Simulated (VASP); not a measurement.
# Si in VASP: further runs

The runs below take Si through relaxation of cell and atoms, with PBE.

All numbers are computed with VASP 6.6.1; they aren't measurements. Logs are shortened: lines on timing, memory, paths and dates and some standing lists are left out, and cuts for length are marked.

### Step 1. The cell of the first run

The typed cell holds 2 atoms: a = 3.490 Å, b = 3.490 Å, c = 3.490 Å, α = 93.29°, β = 102.01°, γ = 137.26°.

This isn't the form of Si at room conditions, which is diamond.

### Step 2. Relaxation of cell and atoms, PBE, target pressure 20 GPa, at which the enthalpy is minimised

INCAR

```
  PREC = Accurate
  ENCUT = 500
  EDIFF = 1E-7
  ISMEAR = 0
  SIGMA = 0.05
  LREAL = F
  LASPH = T
  NELM = 120
  ALGO = Normal
  ISIF = 3
  LWAVE = F
  LCHARG = F
  GGA = PE
  IBRION = 2
  NSW = 80
  EDIFFG = -0.003
  PSTRESS = 200.0
  GGA_COMPAT = F
  NELMIN = 4
```

KPOINTS

```
regular mesh
0
Gamma
  20 20 20
```

POSCAR

```
Si
1.0
   -2.3955638511      2.1958587561      1.2714402717
    2.3955638511     -2.1958587561      1.2714402717
    2.3955638511      2.1958587561     -1.2714402717
Si
2
Direct
   -0.1099922696     -0.1099922696      0.0000000000
    0.8899922696      0.3899922696      0.5000000000
```

Potentials or basis: VASP PAW PBE potentials, release 64 (Si).

Launch:

```bash
$ cat potpaw_PBE.64/Si/POTCAR > POTCAR
$ mpirun -np 1 vasp_std > vasp.out
```

OUTCAR:

```text
PREC = Accurate
   ENCUT = 500
   EDIFF = 1E-7
   ISMEAR = 0
   LREAL = F
   LASPH = T
   NELM = 120
   ISIF = 3
   GGA = PE
   IBRION = 2
   NSW = 80
   EDIFFG = -0.003
   PSTRESS = 200.0
   NELMIN = 4

 ion  position               nearest neighbor table
   1  0.890  0.890  0.000-   2 2.40   2 2.40   2 2.54   2 2.54   2 2.54   2 2.54
   2  0.890  0.390  0.500-   1 2.40   1 2.40   1 2.54   1 2.54   1 2.54   1 2.54

  LATTYP: Found a body centered orthorhombic cell.
 ALAT       =     2.5428805434
 B/A-ratio  =     1.7270640273
 C/A-ratio  =     1.8841340049

  Lattice vectors:

 A1 = (  -2.3955638511,   2.1958587561,  -1.2714402717)
 A2 = (  -2.3955638511,  -2.1958587561,   1.2714402717)
 A3 = (   2.3955638511,   2.1958587561,   1.2714402717)

Analysis of symmetry for initial positions (statically):
=====================================================================
 Subroutine PRICEL returns:
 Original cell was already a primitive cell.

 Routine SETGRP: Setting up the symmetry group for a
 body centered orthorhombic supercell.

 Subroutine GETGRP returns: Found  8 space group operations
 (whereof  4 operations were pure point group operations)
 out of a pool of  8 trial point group operations.

The static configuration has the point symmetry C_2v.
 The point group associated with its full space group is D_2h.

Analysis of symmetry for dynamics (positions and initial velocities):
=====================================================================
 Subroutine PRICEL returns:
 Original cell was already a primitive cell.

 Routine SETGRP: Setting up the symmetry group for a
 body centered orthorhombic supercell.

 Subroutine GETGRP returns: Found  8 space group operations
 (whereof  4 operations were pure point group operations)
 out of a pool of  8 trial point group operations.

The dynamic configuration has the point symmetry C_2v.
 The point group associated with its full space group is D_2h.

 Subroutine INISYM returns: Found  8 space group operations
 (whereof  4 operations are pure point group operations),
 and found     1 'primitive' translations

----------------------------------------------------------------------------------------

                                     Primitive cell

  volume of cell :      26.7527

  direct lattice vectors                    reciprocal lattice vectors
    -2.395563851  2.195858756  1.271440272     0.000000000  0.227701349  0.393254808
     2.395563851 -2.195858756  1.271440272     0.208719129  0.000000000  0.393254808
     2.395563851  2.195858756 -1.271440272     0.208719129  0.227701349  0.000000000

  length of vectors
     3.489567624  3.489567624  3.489567624     0.454419683  0.445211207  0.308887648

  position of ions in fractional coordinates (direct lattice)
     0.890007730  0.890007730  0.000000000
     0.889992270  0.389992270  0.500000000

  ion indices of the primitive-cell ions
   primitive index   ion index
                 1           1
                 2           2

----------------------------------------------------------------------------------------

 KPOINTS: regular mesh

Automatic generation of k-mesh.
 Grid dimensions read from file:
 generate k-points for:   20   20   20

 Generating k-lattice:

  Cartesian coordinates                     Fractional coordinates (reciprocal lattice)
     0.000000000  0.011385067  0.019662740     0.050000000  0.000000000 -0.000000000
     0.010435956  0.000000000  0.019662740     0.000000000  0.050000000 -0.000000000
     0.010435956  0.011385067  0.000000000     0.000000000  0.000000000  0.050000000

  Length of vectors
     0.022720984  0.022260560  0.015444382

  Shift w.r.t. Gamma in fractional coordinates (k-lattice)
     0.000000000  0.000000000  0.000000000

 Subroutine IBZKPT returns following result:
 ===========================================

 Found   1166 irreducible k-points:

 Following reciprocal coordinates:
            Coordinates               Weight
  0.000000  0.000000  0.000000      1.000000
  0.050000 -0.000000  0.000000      4.000000
  0.100000 -0.000000  0.000000      4.000000
  0.150000  0.000000  0.000000      4.000000
  0.200000 -0.000000  0.000000      4.000000
  0.250000 -0.000000  0.000000      4.000000
[... 16 lines left out ...]
 -0.450000  0.050000 -0.000000      8.000000
 -0.400000  0.050000 -0.000000      8.000000
 [... further k-points ...]
   k-points           NKPTS =   1166   k-points in BZ     NKDIM =   1166   number of bands    NBANDS=      8
   number of dos      NEDOS =    301   number of ions     NIONS =      2
   total plane-waves  NPLWV =  21952
   dimension x,y,z NGX =    28 NGY =   28 NGZ =   28
   dimension x,y,z NGXF=    56 NGYF=   56 NGZF=   56
   ions per type =               2
   NGX,Y,Z   is equivalent  to a cutoff of  13.34, 13.34, 13.34 a.u.
   NGXF,Y,Z  is equivalent  to a cutoff of  26.68, 26.68, 26.68 a.u.
 SYSTEM =  unknown system
   PREC   = accura    normal or accurate (medium, high low for compatibility)
   ISTART =      0    job   : 0-new  1-cont  2-samecut
   ICHARG =      2    charge: 1-file 2-atom 10-const
   ISPIN  =      1    spin polarized calculation?
   LNONCOLLINEAR =      F non collinear calculations
   LSORBIT =      F    spin-orbit coupling
   LASPH  =      T    aspherical Exc in radial PAW
   ENCUT  =  500.0 eV  36.75 Ry    6.06 a.u.   6.36  6.36  6.36*2*pi/ulx,y,z
   NELM   =    120;   NELMIN=  4; NELMDL= -5     # of ELM steps
   EDIFF  = 0.1E-06   stopping-criterion for ELM
   LREAL  =      F    real-space projection
   EDIFFG = -.3E-02   stopping-criterion for IOM
   NSW    =     80    number of steps for IOM
   IBRION =      2    ionic relax: 0-MD 1-quasi-New 2-CG
   NFREE  =      1    steps in history (QN), initial steepest desc. (CG)
   ISIF   =      3    stress and relaxation
   ISYM   =      2    0-nonsym 1-usesym 2-fastsym
   POTIM  = 0.5000    time-step for ionic-motion
   TEBEG  =    0.0;   TEEND  =   0.0 temperature during run
   PSTRESS=  200.0 pullay stress
   NELECT =       8.0000    total number of electrons
   NUPDOWN=      -1.0000    fix difference up-down
   EMIN   =  10.00;   EMAX   =-10.00  energy-range for DOS
   EFERMI =   0.00;   METHOD = LEGACY
   ISMEAR =     0;   SIGMA  =   0.05  broadening in eV -4-tet -1-fermi 0-gaus
   EFERMI_NEDOS =   21; number of points for ismear=-14 and -15
   IALGO  =     38    algorithm
   IMIX   =      4    mixing-type and parameters
     AMIX     =   0.40;   BMIX     =  1.00
     AMIX_MAG =   1.60;   BMIX_MAG =  1.00
  volume/ion in A,a.u.               =      13.38        90.27
  Fermi-wavevector in a.u.,A,eV,Ry     =   1.094751  2.068780 16.306315  1.198480
  Thomas-Fermi vector in A             =   2.231062
   LORBIT       =      0    0 simple, 1 ext, 2 COOP (PROOUT), +10 PAW based schemes
   GGA     = PE    functional components
   LHFCALC =     F    Hartree Fock is set to
   AEXX    =    0.0000 exact exchange contribution
   IVDW    =     0    specifies the selected vdW correction
   LEPSILON=     F    determine dielectric tensor
   LRPA    =     F    only Hartree local field effects (RPA)
 conjugate gradient relaxation of ions
 non-spin polarized calculation
 Gauss-broadening in eV      SIGMA  =   0.05
  energy-cutoff  :      500.00
  volume of cell :       26.75
 maximum number of plane-waves:       698
 NGX is ok and might be reduce to    28
   NGX = 13   NGY = 13   NGZ = 13

--------------------------------------- Ionic step        1  -------------------------------------------

 number of electron       8.0000000 magnetization

 Free energy of the ion-electron system (eV)
  ---------------------------------------------------
  ext. energy  EPLUGINS =         0.00000000
  ---------------------------------------------------
  free energy    TOTEN  =       -10.07244134 eV

  energy without entropy =      -10.07166179  energy(sigma->0) =      -10.07205157

------------------------ aborting loop because EDIFF is reached ----------------------------------------

  FORCE on cell =-STRESS in cart. coord.  units (eV):
  Direction    XX          YY          ZZ          XY          YZ          ZX
  --------------------------------------------------------------------------------------
  -------------------------------------------------------------------------------------
  Total        2.8220064      2.8223945      2.8226702      0.0000000      0.0000000      0.0000000
  in kB      169.0053568    169.0285971    169.0451085      0.0000000      0.0000000      0.0000000
  external PRESSURE =     -30.9736458 kB  Pullay stress =     200.0000000 kB
[... 251 lines left out ...]
  enthalpy is  TOTEN    =        -6.7372769061 eV   P V=        3.2848970678

--------------------------------------- Ionic step        8  -------------------------------------------

 number of electron       7.9999999 magnetization

 Free energy of the ion-electron system (eV)
  ---------------------------------------------------
  ext. energy  EPLUGINS =         0.00000000
  ---------------------------------------------------
  free energy    TOTEN  =       -10.02108150 eV

  energy without entropy =      -10.02030354  energy(sigma->0) =      -10.02069252

 E-fermi :  11.1793     XC(G=0): -11.5164

 val. band max:       11.1785196109   @ k =   0.0500   0.1000   0.0500
 cond. band min:      11.1842206816   @ k =  -0.1500  -0.0500   0.0500
 fundamental gap:      0.0057010707
 Fermi energy:        11.1792976794

 k-point     1 :       0.0000    0.0000    0.0000
  band No.  band energies     occupation
      1      -3.9835      2.00000
      2       7.9362      2.00000
      3       8.9146      2.00000
      4       9.6719      2.00000
      5      12.1600      0.00000
      6      18.7059      0.00000
      7      19.8634      0.00000
      8      21.0177      0.00000
[... 243 lines left out ...]
 k-point    24 :      -0.4000    0.0500   -0.0000
  band No.  band energies     occupation
      1      -0.0143      2.00000
      2       6.5020      2.00000
      3       7.9516      2.00000
      4       8.2121      2.00000
      5      11.7463      0.00000
      6      14.1316      0.00000
      7      16.8136      0.00000
      8      18.1810      0.00000

 [... further k-points ...]

------------------------ aborting loop because EDIFF is reached ----------------------------------------

  FORCE on cell =-STRESS in cart. coord.  units (eV):
  Direction    XX          YY          ZZ          XY          YZ          ZX
  --------------------------------------------------------------------------------------
  -------------------------------------------------------------------------------------
  Total        3.2853056      3.2842250      3.2861958      0.0000000      0.0000000      0.0000000
  in kB      200.0915084    200.0256956    200.1457284      0.0000000      0.0000000      0.0000000
  external PRESSURE =       0.0876441 kB  Pullay stress =     200.0000000 kB
[... 17 lines left out ...]
  FREE ENERGIE OF THE ION-ELECTRON SYSTEM (eV)
  ---------------------------------------------------
  free  energy   TOTEN  =       -10.0210815020 eV

  energy  without entropy=      -10.0203035395  energy(sigma->0) =      -10.02069252

  enthalpy is  TOTEN    =        -6.7372784199 eV   P V=        3.2838030820

 reached required accuracy - stopping structural energy minimisation
```

Wall time 10 min (1 thread of Oxide Virtual Turin-like, shared host); peak memory 0.29 GiB.

What came out:

```
Free energy                                                : -10.0211 eV
Relaxed volume                                             : 13.15 Å³/atom
Relaxed cell                                               : a = 3.470 Å, b = 3.470 Å, c = 3.470 Å, α = 93.24°, β = 102.05°, γ = 137.28°
Space group after relaxing (to 0.1 Å)                      : P6/mmm (No. 191)
Energy change on relaxing (the run minimises the enthalpy) : +25.7 meV/atom
Ionic steps                                                : 8
Pressure after relaxing                                    : 20.0 GPa
Band gap on the k mesh                                     : zero (bands 4 and 5 overlap by 8.32 eV)
```

The path:
```csv
step,energy change (eV),largest force (eV/Å),pressure (GPa),volume (Å³)
1,0.0000,0.0000,16.90,26.75
2,0.1260,0.0000,24.18,25.76
3,0.0509,0.0000,20.00,26.31
4,0.0520,0.0000,20.06,26.30
5,0.0524,0.0000,20.06,26.30
6,0.0523,0.0000,20.06,26.30
7,0.0503,0.0000,19.95,26.31
8,0.0514,0.0000,20.01,26.31
```

Final structure:
```cif
data_structure
_symmetry_space_group_name_H-M 'P 1'
_symmetry_Int_Tables_number 1
_cell_length_a 3.4704
_cell_length_b 3.4704
_cell_length_c 3.4704
_cell_angle_alpha 93.241
_cell_angle_beta 102.052
_cell_angle_gamma 137.280
_cell_volume 26.31
loop_
_atom_site_label
_atom_site_type_symbol
_atom_site_fract_x
_atom_site_fract_y
_atom_site_fract_z
_atom_site_occupancy
Si1 Si 0.89001 0.89001 0.00000 1
Si2 Si 0.88999 0.38999 0.50000 1
```

Caveat: the cell is relaxed towards a set pressure, so the run minimises the enthalpy, not the energy.

(Continued in part 2 of 2.)
